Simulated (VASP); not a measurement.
# Sn (I4_1/amd) in VASP: a series of runs, part 2 of 2

VASP 6.6.1. Earlier steps stand in the parts before.

## Step 4: Single point, PBEsol (strain -0.080 along x and y, +0.080 along z)

Contents of INCAR:

```
PREC     = Accurate       # precision mode
ENCUT    = 520            # plane-wave cutoff, eV
EDIFF    = 1E-6           # SCF threshold, eV
ISMEAR   = 0              # smearing method
SIGMA    = 0.15           # smearing width, eV
LREAL    = False          # projectors in reciprocal space
LASPH    = True           # aspherical terms in the spheres
NELM     = 60             # most SCF steps
ALGO     = Fast           # electronic algorithm
ISIF     = 2              # what is computed and relaxed
LWAVE    = False          # write WAVECAR
LCHARG   = False          # write CHGCAR
GGA      = PS             # functional
NBANDS   = 21             # bands
```

Contents of KPOINTS:

```
regular mesh
0
Gamma
  16 16 16
```

Contents of POSCAR:

```
Sn
1.0
    0.0000000000      3.0091169374      3.5324416222
    3.0091169374      0.0000000000      3.5324416222
    3.0091169374      3.0091169374      0.0000000000
Sn
2
Direct
    0.5000000000      0.5000000000      0.5000000000
    0.7500000000      0.7500000000      0.7500000000
```

Potentials or basis: VASP PAW PBE potentials, release 64 (Sn_d).

Launch:

```console
cat potpaw_PBE.64/Sn_d/POTCAR > POTCAR
mpirun -np 1 vasp_std > vasp.out
```

OUTCAR:

```text
PREC = Accurate
   ENCUT = 520
   EDIFF = 1E-6
   ISMEAR = 0
   LREAL = False
   LASPH = True
   NELM = 60
   ISIF = 2
   GGA = PS

 ion  position               nearest neighbor table
   1  0.500  0.500  0.500-   2 2.77   2 2.77   2 2.77   2 2.77
   2  0.750  0.750  0.750-   1 2.77   1 2.77   1 2.77   1 2.77

  LATTYP: Found a body centered tetragonal cell.
 ALAT       =     4.2555339836
 C/A-ratio  =     1.6601637471

  Lattice vectors:

 A1 = (  -3.0091169374,   0.0000000000,   3.5324416222)
[... 764 lines left out ...]

------------------------ aborting loop because EDIFF is reached ----------------------------------------

  FORCE on cell =-STRESS in cart. coord.  units (eV):
  Direction    XX          YY          ZZ          XY          YZ          ZX
  --------------------------------------------------------------------------------------
  -------------------------------------------------------------------------------------
  Total        2.4980575      2.4980575      0.0879417      0.0000000      0.0000000      0.0000000
  in kB       62.5647766     62.5647766      2.2025316      0.0000000      0.0000000      0.0000000
  external PRESSURE =      42.4440283 kB  Pullay stress =       0.0000000 kB

 VOLUME and BASIS-vectors are now :
 -----------------------------------------------------------------------------
  energy-cutoff  :      520.00
  volume of cell :       63.97
      direct lattice vectors                 reciprocal lattice vectors
     0.000000000  3.009116937  3.532441622    -0.166161705  0.166161705  0.141545156
     3.009116937  0.000000000  3.532441622     0.166161705 -0.166161705  0.141545156
     3.009116937  3.009116937  0.000000000     0.166161705  0.166161705 -0.141545156

 POSITION                                       TOTAL-FORCE (eV/Angst)
 -----------------------------------------------------------------------------------
      3.00912      3.00912      3.53244        -0.000000     -0.000000      0.000000
      4.51368      4.51368      5.29866         0.000000      0.000000      0.000000
 -----------------------------------------------------------------------------------
    total drift:                                0.000000      0.000000      0.000000

  FREE ENERGIE OF THE ION-ELECTRON SYSTEM (eV)
  ---------------------------------------------------
  free  energy   TOTEN  =        -8.2642528450 eV

  energy  without entropy=       -8.2611813972  energy(sigma->0) =       -8.26271712
```

stdout:

```text
POSCAR found type information on POSCAR Sn
 POSCAR found :  1 types and       2 ions
 scaLAPACK will be used
 -----------------------------------------------------------------------------
|                                                                             |
|                                                                             |
|     You enforced a specific xc type in the INCAR file but a different       |
|     I HOPE YOU KNOW WHAT YOU ARE DOING!                                     |
|                                                                             |
 -----------------------------------------------------------------------------

 LDA part: xc-table for (Slater+PW92), standard interpolation
 POSCAR, INCAR and KPOINTS ok, starting setup
 FFT: planning ... GRIDC
 FFT: planning ... GRID_SOFT
 FFT: planning ... GRID
 WAVECAR not read
 entering main loop
WARNING in EDDRMM: call to ZHEGV failed, returncode =   8  4     21
WARNING in EDDRMM: call to ZHEGV failed, returncode =   6  3     18
WARNING in EDDRMM: call to ZHEGV failed, returncode =   8  4     19
```

Wall time 2.9 min (1 thread of Intel Xeon 6975P-C (Granite Rapids), shared host); peak memory 0.47 GiB.

Results:

* Free energy: -8.2643 eV
* Pressure: 4.2 GPa
* Band gap on the k mesh: zero (bands 14 and 15 overlap by 0.82 eV)

Caveat: the cell differs from its parent crystal (strain -0.080 along x and y, +0.080 along z); the stress differs along the axes, from 0 to 6 GPa; the PAW data sets were made with another functional, which shifts forces and pressure a little; spin-orbit coupling is left out, which moves the levels of the heavy elements.

## Step 5: Single point, PBEsol (strain +0.000 along x and y, -0.080 along z)

Contents of INCAR:

```
SYSTEM = Sn
PREC     = Accurate       ! precision mode
ENCUT    = 520            ! plane-wave cutoff, eV
EDIFF    = 1E-7           ! SCF threshold, eV
ISMEAR   = 0              ! smearing method
SIGMA    = 0.15           ! smearing width, eV
LREAL    = .FALSE.        ! projectors in reciprocal space
LASPH    = .TRUE.         ! aspherical terms in the spheres
NELM     = 80             ! most SCF steps
ALGO     = Fast           ! electronic algorithm
ISIF     = 2              ! what is computed and relaxed
LWAVE    = .FALSE.        ! write WAVECAR
LCHARG   = .TRUE.         ! write CHGCAR
GGA      = PS             ! functional
LELF     = .TRUE.         ! ELF
LVHAR    = .TRUE.       
NBANDS   = 21             ! bands
```

Contents of KPOINTS:

```
Automatic mesh
0
G
  16 16 16
  0 0 0
```

Contents of POSCAR:

```
Sn
1.0
    0.0000000000      3.2707792798      3.0091169374
    3.2707792798      0.0000000000      3.0091169374
    3.2707792798      3.2707792798      0.0000000000
Sn
2
Direct
    0.5000000000      0.5000000000      0.5000000000
    0.7500000000      0.7500000000      0.7500000000
```

Launch:

```console
cat potpaw_PBE.64/Sn_d/POTCAR > POTCAR
mpirun -np 1 vasp_std > vasp.out
```

Wall time 3.5 min (1 thread of Intel Xeon 6975P-C (Granite Rapids), shared host); peak memory 0.48 GiB.

It converged, with:

```
Free energy            : -8.3754 eV
Pressure               : 4.0 GPa
Band gap on the k mesh : zero (bands 14 and 15 overlap by 0.17 eV)
```

Stress tensor (GPa, compression positive):
```
3.32 0.00 0.00
0.00 3.32 0.00
0.00 0.00 5.38
```

Levels at points of the mesh, in eV from the Fermi level:
| k point | band 12 | band 13 | band 14 | band 15 | band 16 | band 17 |
| --- | --- | --- | --- | --- | --- | --- |
| (0.00, 0.00, 0.00) | -0.39 | -0.16 | -0.16 | 0.37 | 1.89 | 2.23 |
| (0.50, 0.00, 0.00) | -6.63 | -1.58 | -0.99 | -0.10 | 2.95 | 3.48 |
| (0.50, 0.50, 0.00) | -7.59 | -3.04 | -3.04 | 0.27 | 0.27 | 8.05 |
| (0.50, 0.00, 0.50) | -7.92 | -2.56 | -2.56 | 0.81 | 0.81 | 7.68 |

Caveat: the cell differs from its parent crystal (strain +0.000 along x and y, -0.080 along z); the cell stands under pressure; the PAW data sets were made with another functional, which shifts forces and pressure a little; spin-orbit coupling is left out, which moves the levels of the heavy elements.

## Step 6: The runs side by side

| cell | further INCAR settings | gap on the mesh (eV) | pressure (GPa) |
| --- | --- | --- | --- |
| a = 4.349, b = 4.349, c = 4.441 Å, angles 59.3, 59.3, 61.4°, 2 atoms | ALGO = Fast; EDIFF = 1e-06; NBANDS = 21 | none | 10.0 |
| a = 4.542, b = 4.542, c = 4.256 Å, angles 62.1, 62.1, 55.9°, 2 atoms | ALGO = Fast; EDIFF = 1e-06; NBANDS = 21 | none | 6.8 |
| a = 4.640, b = 4.640, c = 4.256 Å, angles 62.7, 62.7, 54.6°, 2 atoms | ALGO = Fast; EDIFF = 1e-06; NBANDS = 21 | none | 4.2 |
| a = 4.444, b = 4.444, c = 4.626 Å, angles 58.6, 58.6, 62.7°, 2 atoms | ALGO = Fast; EDIFF = 1e-07; NBANDS = 21 | none | 4.0 |

Alike in all rows: task single point; level PBEsol; potentials or basis VASP PAW PBE potentials, release 64 (Sn_d); no spin polarisation; k mesh 16 × 16 × 16; cutoff (eV) 520; smearing gaussian 0.15 eV.

Caveats: the PAW data sets were made with another functional, which shifts forces and pressure a little; spin-orbit coupling is left out, which moves the levels of the heavy elements; the cell stands under pressure (at least some runs); the stress differs along the axes, from 0 to 6 GPa (at least some runs).

Total energies depend on the potentials used, so only differences within one code and one set of settings carry meaning.
